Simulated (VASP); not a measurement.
# NaI in VASP: settings compared

NaI is run at these levels: PBE, r2SCAN; tasks: single point.

Program: VASP 6.6.1. These are calculated values, not measurements. Logs are shortened: lines on timing, memory, paths and dates and some standing lists are left out, and cuts for length are marked.

### Step 1. The cell of the first run

The structure is cubic, space group Fm-3m (No. 225). The conventional cell has a = 6.525 Å, b = 6.525 Å, c = 6.525 Å, α = 90.00°, β = 90.00°, γ = 90.00°. Within 4.3 Å of Na (site symmetry m-3m) lie 6 I at 3.26 Å. I (site symmetry m-3m) has 6 Na at 3.26 Å within 4.3 Å.

### Step 2. Single point, PBE (strain +1.0%)

INCAR

```
PREC = Accurate
ENCUT = 520
EDIFF = 1E-7
ISMEAR = -1
SIGMA = 0.02
LREAL = F
LASPH = T
NELM = 100
ALGO = Normal
ISIF = 2
LWAVE = F
LCHARG = F
GGA = PE
NBANDS = 14
```

KPOINTS

```
regular mesh
0
Gamma
  8 8 8
```

POSCAR

```
NaI
1.0
    0.0000000000      3.2625704919      3.2625704919
    3.2625704919      0.0000000000      3.2625704919
    3.2625704919      3.2625704919      0.0000000000
Na I
1 1
Direct
    0.0000000000      0.0000000000      0.0000000000
    0.5000000000      0.5000000000      0.5000000000
```

Potentials or basis: VASP PAW PBE potentials, release 64 (Na_pv, I).

The run is started by

```sh
> cat potpaw_PBE.64/Na_pv/POTCAR potpaw_PBE.64/I/POTCAR > POTCAR
> mpirun -np 1 vasp_std > vasp.out
```

OUTCAR:

```text
PREC = Accurate
   ENCUT = 520
   EDIFF = 1E-7
   ISMEAR = -1
   LREAL = F
   LASPH = T
   NELM = 100
   ISIF = 2
   GGA = PE

 ion  position               nearest neighbor table
   1  0.000  0.000  0.000-
   2  0.500  0.500  0.500-

  LATTYP: Found a face centered cubic cell.
 ALAT       =     6.5251409838

  Lattice vectors:

 A1 = (   0.0000000000,   3.2625704919,   3.2625704919)
 A2 = (   3.2625704919,   0.0000000000,   3.2625704919)
 A3 = (   3.2625704919,   3.2625704919,   0.0000000000)

Analysis of symmetry for initial positions (statically):
=====================================================================
 Subroutine PRICEL returns:
 Original cell was already a primitive cell.

 Routine SETGRP: Setting up the symmetry group for a
 face centered cubic supercell.

 Subroutine GETGRP returns: Found 48 space group operations
 (whereof 48 operations were pure point group operations)
 out of a pool of 48 trial point group operations.

The static configuration has the point symmetry O_h .

Analysis of symmetry for dynamics (positions and initial velocities):
=====================================================================
 Subroutine PRICEL returns:
 Original cell was already a primitive cell.

 Routine SETGRP: Setting up the symmetry group for a
 face centered cubic supercell.

 Subroutine GETGRP returns: Found 48 space group operations
 (whereof 48 operations were pure point group operations)
 out of a pool of 48 trial point group operations.

The dynamic configuration has the point symmetry O_h .

 Subroutine INISYM returns: Found 48 space group operations
 (whereof 48 operations are pure point group operations),
 and found     1 'primitive' translations

----------------------------------------------------------------------------------------

                                     Primitive cell

  volume of cell :      69.4560

  direct lattice vectors                    reciprocal lattice vectors
     0.000000000  3.262570492  3.262570492    -0.153253394  0.153253394  0.153253394
     3.262570492  0.000000000  3.262570492     0.153253394 -0.153253394  0.153253394
     3.262570492  3.262570492  0.000000000     0.153253394  0.153253394 -0.153253394

  length of vectors
     4.613971438  4.613971438  4.613971438     0.265442664  0.265442664  0.265442664

  position of ions in fractional coordinates (direct lattice)
     0.000000000  0.000000000  0.000000000
     0.500000000  0.500000000  0.500000000

  ion indices of the primitive-cell ions
   primitive index   ion index
                 1           1
                 2           2

----------------------------------------------------------------------------------------

 KPOINTS: regular mesh

Automatic generation of k-mesh.
 Grid dimensions read from file:
 generate k-points for:    8    8    8

 Generating k-lattice:

  Cartesian coordinates                     Fractional coordinates (reciprocal lattice)
    -0.019156674  0.019156674  0.019156674     0.125000000  0.000000000  0.000000000
     0.019156674 -0.019156674  0.019156674     0.000000000  0.125000000  0.000000000
     0.019156674  0.019156674 -0.019156674     0.000000000  0.000000000  0.125000000

  Length of vectors
     0.033180333  0.033180333  0.033180333

  Shift w.r.t. Gamma in fractional coordinates (k-lattice)
     0.000000000  0.000000000  0.000000000

 Subroutine IBZKPT returns following result:
 ===========================================

 Found     29 irreducible k-points:

 Following reciprocal coordinates:
            Coordinates               Weight
  0.000000  0.000000  0.000000      1.000000
  0.125000  0.000000  0.000000      8.000000
  0.250000  0.000000  0.000000      8.000000
  0.375000  0.000000  0.000000      8.000000
  0.500000  0.000000  0.000000      4.000000
  0.125000  0.125000  0.000000      6.000000
[... 16 lines left out ...]
  0.500000  0.250000  0.125000     48.000000
 -0.375000  0.250000  0.125000     24.000000
 [... further k-points ...]
   k-points           NKPTS =     29   k-points in BZ     NKDIM =     29   number of bands    NBANDS=     14
   number of dos      NEDOS =    301   number of ions     NIONS =      2
   total plane-waves  NPLWV =  46656
   dimension x,y,z NGX =    36 NGY =   36 NGZ =   36
   dimension x,y,z NGXF=    72 NGYF=   72 NGZF=   72
   ions per type =               1   1
   NGX,Y,Z   is equivalent  to a cutoff of  12.97, 12.97, 12.97 a.u.
   NGXF,Y,Z  is equivalent  to a cutoff of  25.94, 25.94, 25.94 a.u.
 SYSTEM =  unknown system
   PREC   = accura    normal or accurate (medium, high low for compatibility)
   ISTART =      0    job   : 0-new  1-cont  2-samecut
   ICHARG =      2    charge: 1-file 2-atom 10-const
   ISPIN  =      1    spin polarized calculation?
   LNONCOLLINEAR =      F non collinear calculations
   LSORBIT =      F    spin-orbit coupling
   LASPH  =      T    aspherical Exc in radial PAW
   ENCUT  =  520.0 eV  38.22 Ry    6.18 a.u.   8.58  8.58  8.58*2*pi/ulx,y,z
   NELM   =    100;   NELMIN=  2; NELMDL= -5     # of ELM steps
   EDIFF  = 0.1E-06   stopping-criterion for ELM
   LREAL  =      F    real-space projection
   EDIFFG = 0.1E-05   stopping-criterion for IOM
   NSW    =      0    number of steps for IOM
   IBRION =     -1    ionic relax: 0-MD 1-quasi-New 2-CG
   NFREE  =      0    steps in history (QN), initial steepest desc. (CG)
   ISIF   =      2    stress and relaxation
   ISYM   =      2    0-nonsym 1-usesym 2-fastsym
   POTIM  = 0.5000    time-step for ionic-motion
   TEBEG  =    0.0;   TEEND  =   0.0 temperature during run
   PSTRESS=    0.0 pullay stress
   NELECT =      14.0000    total number of electrons
   NUPDOWN=      -1.0000    fix difference up-down
   EMIN   =  10.00;   EMAX   =-10.00  energy-range for DOS
   EFERMI =   0.00;   METHOD = LEGACY
   ISMEAR =    -1;   SIGMA  =   0.02  broadening in eV -4-tet -1-fermi 0-gaus
   EFERMI_NEDOS =   21; number of points for ismear=-14 and -15
   IALGO  =     38    algorithm
   IMIX   =      4    mixing-type and parameters
     AMIX     =   0.40;   BMIX     =  1.00
     AMIX_MAG =   1.60;   BMIX_MAG =  1.00
  volume/ion in A,a.u.               =      34.73       234.36
  Fermi-wavevector in a.u.,A,eV,Ry     =   0.959874  1.813899 12.535841  0.921358
  Thomas-Fermi vector in A             =   2.089109
   LORBIT       =      0    0 simple, 1 ext, 2 COOP (PROOUT), +10 PAW based schemes
   GGA     = PE    functional components
   LHFCALC =     F    Hartree Fock is set to
   AEXX    =    0.0000 exact exchange contribution
   IVDW    =     0    specifies the selected vdW correction
   LEPSILON=     F    determine dielectric tensor
   LRPA    =     F    only Hartree local field effects (RPA)
 non-spin polarized calculation
  energy-cutoff  :      520.00
  volume of cell :       69.46
 maximum number of plane-waves:      1895
 NGX is ok and might be reduce to    36
   NGX = 17   NGY = 17   NGZ = 17

 number of electron      13.9999993 magnetization

 Free energy of the ion-electron system (eV)
  ---------------------------------------------------
  ext. energy  EPLUGINS =         0.00000000
  ---------------------------------------------------
  free energy    TOTEN  =        -5.38753883 eV

  energy without entropy =       -5.38753883  energy(sigma->0) =       -5.38753883

 E-fermi :   1.1183     XC(G=0):  -7.6077

 val. band max:        0.6414989062   @ k =   0.0000   0.0000   0.0000
 cond. band min:       4.2192535977   @ k =   0.0000   0.0000   0.0000
 fundamental gap:      3.5777546916
 Fermi energy:         1.1183472063

 k-point     1 :       0.0000    0.0000    0.0000
  band No.  band energies     occupation
      1     -21.8275      2.00000
      2     -21.8274      2.00000
      3     -21.8274      2.00000
      4     -10.3156      2.00000
      5       0.6415      2.00000
      6       0.6415      2.00000
      7       0.6415      2.00000
      8       4.2193      0.00000
      9       8.5698      0.00000
     10       8.5698      0.00000
     11       8.5698      0.00000
     12      10.3487      0.00000
     13      10.3487      0.00000
     14      11.0587      0.00000

 k-point     2 :       0.1250    0.0000    0.0000
  band No.  band energies     occupation
      1     -21.8281      2.00000
      2     -21.8275      2.00000
      3     -21.8275      2.00000
      4     -10.2755      2.00000
      5       0.1994      2.00000
      6       0.5994      2.00000
      7       0.5994      2.00000
      8       4.7273      0.00000
      9       8.2041      0.00000
     10       8.7143      0.00000
     11       8.7143      0.00000
     12       9.9208      0.00000
     13       9.9208      0.00000
     14      11.5131      0.00000

 k-point     3 :       0.2500    0.0000    0.0000
  band No.  band energies     occupation
      1     -21.8298      2.00000
      2     -21.8276      2.00000
      3     -21.8276      2.00000
      4     -10.1753      2.00000
      5      -0.5992      2.00000
      6       0.5024      2.00000
      7       0.5024      2.00000
      8       5.5066      0.00000
      9       8.0923      0.00000
     10       8.5853      0.00000
     11       8.5853      0.00000
     12      10.1387      0.00000
     13      10.1387      0.00000
     14      10.9771      0.00000
[... 324 lines left out ...]
 k-point    23 :       0.5000    0.2500    0.1250
  band No.  band energies     occupation
      1     -21.8309      2.00000
      2     -21.8288      2.00000
      3     -21.8280      2.00000
      4     -10.0204      2.00000
      5      -1.0576      2.00000
      6      -0.1536      2.00000
      7       0.2434      2.00000
      8       6.6140      0.00000
      9       7.1961      0.00000
     10       8.0065      0.00000
     11       9.0709      0.00000
     12      10.7644      0.00000
     13      12.6028      0.00000
     14      12.8038      0.00000

 k-point    24 :      -0.3750    0.2500    0.1250
  band No.  band energies     occupation
      1     -21.8313      2.00000
      2     -21.8288      2.00000
      3     -21.8282      2.00000
      4      -9.9849      2.00000
      5      -1.1885      2.00000
      6      -0.2280      2.00000
      7       0.1793      2.00000
      8       6.7492      0.00000
      9       6.8965      0.00000
     10       8.8306      0.00000
     11       8.8563      0.00000
     12      11.0631      0.00000
     13      11.9687      0.00000
     14      13.2579      0.00000

 [... further k-points ...]

------------------------ aborting loop because EDIFF is reached ----------------------------------------

  FORCE on cell =-STRESS in cart. coord.  units (eV):
  Direction    XX          YY          ZZ          XY          YZ          ZX
  --------------------------------------------------------------------------------------
  -------------------------------------------------------------------------------------
  Total        0.0164790      0.0164790      0.0164790      0.0000000      0.0000000      0.0000000
  in kB        0.3801292      0.3801292      0.3801292      0.0000000      0.0000000      0.0000000
  external PRESSURE =       0.3801292 kB  Pullay stress =       0.0000000 kB

 VOLUME and BASIS-vectors are now :
 -----------------------------------------------------------------------------
  energy-cutoff  :      520.00
  volume of cell :       69.46
      direct lattice vectors                 reciprocal lattice vectors
     0.000000000  3.262570492  3.262570492    -0.153253394  0.153253394  0.153253394
     3.262570492  0.000000000  3.262570492     0.153253394 -0.153253394  0.153253394
     3.262570492  3.262570492  0.000000000     0.153253394  0.153253394 -0.153253394

 POSITION                                       TOTAL-FORCE (eV/Angst)
 -----------------------------------------------------------------------------------
      0.00000      0.00000      0.00000         0.000000      0.000000     -0.000000
      3.26257      3.26257      3.26257         0.000000     -0.000000      0.000000
 -----------------------------------------------------------------------------------
    total drift:                                0.000000      0.000000      0.000000

  FREE ENERGIE OF THE ION-ELECTRON SYSTEM (eV)
  ---------------------------------------------------
  free  energy   TOTEN  =        -5.3875388283 eV

  energy  without entropy=       -5.3875388283  energy(sigma->0) =       -5.38753883
```

Wall time 15 s (1 thread of Intel Xeon 6975P-C (Granite Rapids), shared host); peak memory 0.2 GiB.

What came out:

| Property | Result |
| --- | --- |
| Free energy | -5.3875 eV |
| Pressure | 0.0 GPa |
| Band gap on the k mesh | 3.58 eV, direct |

Caveat: the cell differs from its parent crystal (strain +1.0%); spin-orbit coupling is left out, which moves the levels of the heavy elements.

### Step 3. Single point, r2SCAN (strain +1.0%)

POSCAR is that of step 2.

INCAR.step1

```
PREC = Accurate
ENCUT = 520
ISMEAR = 0
SIGMA = 0.01
LREAL = F
LASPH = T
NELM = 80
NBANDS = 14
GGA = PE
ALGO = Normal
EDIFF = 1E-4
LWAVE = T
LCHARG = F
```

INCAR.step2

```
PREC = Accurate
ENCUT = 520
EDIFF = 1E-6
ISMEAR = 0
SIGMA = 0.01
LREAL = F
LASPH = T
NELM = 80
ALGO = Normal
ISIF = 2
LWAVE = F
LCHARG = F
METAGGA = R2SCAN
LMIXTAU = T
NBANDS = 14
ISTART = 1
```

KPOINTS is that of step 2.

Potentials or basis: VASP PAW PBE potentials, release 64 (Na_pv, I).

The run is started by

```sh
> cat potpaw_PBE.64/Na_pv/POTCAR potpaw_PBE.64/I/POTCAR > POTCAR
> cp INCAR.step1 INCAR
> mpirun -np 1 vasp_std > vasp.out
> cp INCAR.step2 INCAR
> mpirun -np 1 vasp_std > vasp.out
```

Run time: 56 s. Hardware: 1 thread of Intel Xeon 6975P-C (Granite Rapids), shared host; peak memory 0.22 GiB.

The run converged. Its results:

* Free energy: -31.0816 eV
* Pressure: -0.5 GPa
* Band gap on the k mesh: 4.37 eV, direct

Levels at points of the mesh, in eV from the valence-band top:
```tsv
k point	band 5	band 6	band 7	band 8	band 9	band 10
(0.00, 0.00, 0.00)	0.00	0.00	0.00	4.37	8.47	8.47
(0.50, 0.00, 0.00)	-2.10	-0.28	-0.28	5.68	8.05	8.05
(0.50, 0.50, 0.00)	-1.86	-0.73	-0.73	5.21	6.06	10.56
```

Caveat: the cell differs from its parent crystal (strain +1.0%); the PAW data sets were made with another functional, which shifts forces and pressure a little; spin-orbit coupling is left out, which moves the levels of the heavy elements. A k mesh can miss the band edges.

### Step 4. Single point, PBE (uniaxial x strain +2.6%)

INCAR

```
SYSTEM = NaI
  ALGO = Normal
  EDIFF = 1E-7
  ENCUT = 520
  GGA = PE
  ISIF = 2
  ISMEAR = -1
  LASPH = .TRUE.
  LCHARG = .TRUE.
  LELF = .TRUE.
  LREAL = .FALSE.
  LVHAR = .TRUE.
  LWAVE = .FALSE.
  NBANDS = 14
  NELM = 60
  PREC = Accurate
  SIGMA = 0.02
```

KPOINTS

```
k-points
0
G
  8 8 8
  0 0 0
```

POSCAR

```
NaI
1.0
    0.0000000000      3.2296282834      3.2296282834
    3.3142445444      0.0000000000      3.2296282834
    3.3142445444      3.2296282834      0.0000000000
Na I
1 1
Direct
    0.0000000000      0.0000000000      0.0000000000
    0.5000000000      0.5000000000      0.5000000000
```

The run is started by

```sh
> cat potpaw_PBE.64/Na_pv/POTCAR potpaw_PBE.64/I/POTCAR > POTCAR
> mpirun -np 1 vasp_std > vasp.out
```

Run time: 26 s. Hardware: 1 thread of Intel Xeon 6975P-C (Granite Rapids), shared host; peak memory 0.23 GiB.

Results (log left out):

- Free energy: -5.3853 eV
- Pressure: 0.1 GPa
- Band gap on the k mesh: 3.57 eV, direct

Stress tensor (GPa, compression positive):
```
-0.24  0.00  0.00
 0.00  0.32  0.00
 0.00  0.00  0.32
```

Levels at points of the mesh, in eV from the valence-band top:
```tsv
k point	band 4	band 5	band 6	band 7	band 8	band 9	band 10	band 11
(0.00, 0.00, 0.00)	-10.99	-0.03	-0.03	0.00	3.57	7.80	7.97	7.97
(0.50, 0.00, 0.00)	-10.69	-2.13	-0.31	-0.27	5.07	7.32	7.51	8.57
(0.50, 0.50, 0.00)	-10.61	-1.86	-0.81	-0.70	4.45	5.55	9.79	10.93
(0.00, 0.50, 0.50)	-10.64	-1.86	-0.70	-0.70	4.48	5.61	9.60	11.24
```

Caveat: the cell differs from its parent crystal (uniaxial x strain +2.6%); spin-orbit coupling is left out, which moves the levels of the heavy elements.

### Step 5. Single point, r2SCAN (uniaxial x strain +2.6%)

POSCAR is that of step 4.

INCAR.step1

```
SYSTEM = NaI
ALGO     = Normal         ! electronic algorithm
EDIFF    = 1E-4           ! SCF threshold, eV
ENCUT    = 520            ! plane-wave cutoff, eV
GGA      = PE             ! functional
ISMEAR   = 0              ! smearing method
LASPH    = .True.         ! aspherical terms in the spheres
LCHARG   = .False.        ! write CHGCAR
LREAL    = .False.        ! projectors in reciprocal space
LWAVE    = .True.         ! write WAVECAR
NBANDS   = 14             ! bands
NELM     = 80             ! most SCF steps
PREC     = Accurate       ! precision mode
SIGMA    = 0.01           ! smearing width, eV
```

INCAR.step2

```
SYSTEM = NaI
ALGO     = Normal         ! electronic algorithm
EDIFF    = 1E-6           ! SCF threshold, eV
ENCUT    = 520            ! plane-wave cutoff, eV
ISIF     = 2              ! what is computed and relaxed
ISMEAR   = 0              ! smearing method
ISTART   = 1            
LASPH    = .True.         ! aspherical terms in the spheres
LCHARG   = .False.        ! write CHGCAR
LMIXTAU  = .True.       
LREAL    = .False.        ! projectors in reciprocal space
LWAVE    = .False.        ! write WAVECAR
METAGGA  = R2SCAN         ! meta-GGA
NBANDS   = 14             ! bands
NELM     = 80             ! most SCF steps
PREC     = Accurate       ! precision mode
SIGMA    = 0.01           ! smearing width, eV
```

KPOINTS

```
k-points
0
Gamma
  8 8 8
  0 0 0
```

The run is started by

```sh
> cat potpaw_PBE.64/Na_pv/POTCAR potpaw_PBE.64/I/POTCAR > POTCAR
> cp INCAR.step1 INCAR
> mpirun -np 1 vasp_std > vasp.out
> cp INCAR.step2 INCAR
> mpirun -np 1 vasp_std > vasp.out
```

It took 1.7 min on 1 thread of Intel Xeon 6975P-C (Granite Rapids), shared host; peak memory 0.24 GiB.

Results (log left out):

- Free energy: -31.0803 eV
- Pressure: -0.5 GPa
- Band gap on the k mesh: 4.36 eV, direct

Stress tensor (GPa, compression positive):
```
-0.88  0.00  0.00
 0.00 -0.25  0.00
 0.00  0.00 -0.25
```

Levels at points of the mesh, in eV from the valence-band top:
```tsv
k point	band 5	band 6	band 7	band 8	band 9	band 10
(0.00, 0.00, 0.00)	-0.03	-0.03	0.00	4.36	8.35	8.52
(0.50, 0.00, 0.00)	-2.13	-0.32	-0.28	5.66	7.94	8.14
(0.50, 0.50, 0.00)	-1.89	-0.82	-0.72	5.19	6.02	10.64
(0.00, 0.50, 0.50)	-1.89	-0.71	-0.71	5.22	6.08	10.45
```

Caveat: the cell differs from its parent crystal (uniaxial x strain +2.6%); the PAW data sets were made with another functional, which shifts forces and pressure a little; spin-orbit coupling is left out, which moves the levels of the heavy elements. A k mesh can miss the band edges.

### Step 6. The runs side by side

| level | cell | smearing | gap on the mesh (eV) | pressure (GPa) |
| --- | --- | --- | --- | --- |
| PBE | a = 4.614 Å, angles 60.0°, 2 atoms | fermi-dirac 0.02 eV | 3.58 | 0.0 |
| r2SCAN | a = 4.614 Å, angles 60.0°, 2 atoms | gaussian 0.01 eV | 4.37 | -0.5 |
| PBE | a = 4.567, b = 4.628, c = 4.628 Å, angles 59.1, 60.4, 60.4°, 2 atoms | fermi-dirac 0.02 eV | 3.57 | 0.1 |
| r2SCAN | a = 4.567, b = 4.628, c = 4.628 Å, angles 59.1, 60.4, 60.4°, 2 atoms | gaussian 0.01 eV | 4.36 | -0.5 |

Alike in all rows: task single point; potentials or basis VASP PAW PBE potentials, release 64 (Na_pv, I); no spin polarisation; k mesh 8 × 8 × 8; cutoff (eV) 520.

Caveats: spin-orbit coupling is left out, which moves the levels of the heavy elements; the PAW data sets were made with another functional, which shifts forces and pressure a little (some runs).

Total energies depend on the potentials used, so only differences within one code and one set of settings carry meaning.
